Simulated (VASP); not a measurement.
A run of VASP 6.6.1:

Contents of INCAR:

```
PREC = Accurate ; ENCUT = 520
EDIFF = 1E-6 ; ISMEAR = -1
SIGMA = 0.08 ; LREAL = F
LASPH = T ; NELM = 100
ALGO = Normal ; ISIF = 2
LWAVE = F ; LCHARG = F
GGA = PE ; NBANDS = 11
```

Contents of KPOINTS:

```
Automatic mesh
0
Gamma
  20 20 20
```

The input POSCAR:

```
C
1.0
    0.0000000000      1.7684127368      1.7684127368
    1.7684127368      0.0000000000      1.7684127368
    1.7684127368      1.7684127368      0.0000000000
C
2
Direct
    0.5000000000      0.5000000000      0.5000000000
    0.7500000000      0.7500000000      0.7500000000
```

Potentials or basis: VASP PAW PBE potentials, release 64 (C).

Launch:

```bash
$ cat potpaw_PBE.64/C/POTCAR > POTCAR
$ mpirun -np 1 vasp_std > vasp.out
```

Hardware: 1 thread of AMD EPYC 7R13 (shared host).

Question: How long does it take, and how much memory?

Answer: Wall time 46 s on 1 thread of AMD EPYC 7R13, with other jobs on the host, peak memory 0.1 GiB. Counts: scf iterations 11, k points 256.
